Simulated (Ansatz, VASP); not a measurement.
**WS2 in VASP and in Ansatz**

```
W S
1.0
     1.57860    0.91140    6.90927
    -1.57860    0.91140    6.90927
     0.00000   -1.82281    6.90927
W S
1 2
Direct
  0.99934 0.99934 0.99934
  0.75278 0.75278 0.75278
  0.57917 0.57917 0.57917
```

Alike in both runs: task single point; functional PBE; dispersion D3(BJ); k mesh 12 × 12 × 12; occupations gaussian, width 0.05 eV; no spin polarisation.

|  | VASP | Ansatz |
| --- | --- | --- |
| version | VASP 6.6.1 | Ansatz 0.2.0 |
| potentials or method | VASP PAW PBE potentials, release 64 (W_sv, S), cutoff 520 eV | scalar-relativistic, plane waves, PAW |
| valence electrons in the cell | 26 | 26 |

|  | VASP | Ansatz | Ansatz less VASP |
| --- | --- | --- | --- |
| gap on the k mesh at the Fermi level (eV) | 0.92 | 0.92 | -0.001 |
| least direct gap on the mesh (eV) | 1.64 | 1.64 | -0.002 |
| pressure (GPa) | -17.4 | -17.4 | +0.05 |
| traceless stress, the component that is largest in VASP (GPa) | -15.88 | -15.87 | +0.008 |
| rms of the force components (eV/Å) | 1.520 | 1.519 | -0.0003 |

Atom by atom the forces differ by 0.000 eV/Å (rms over components).

Neither program's run includes spin-orbit coupling.
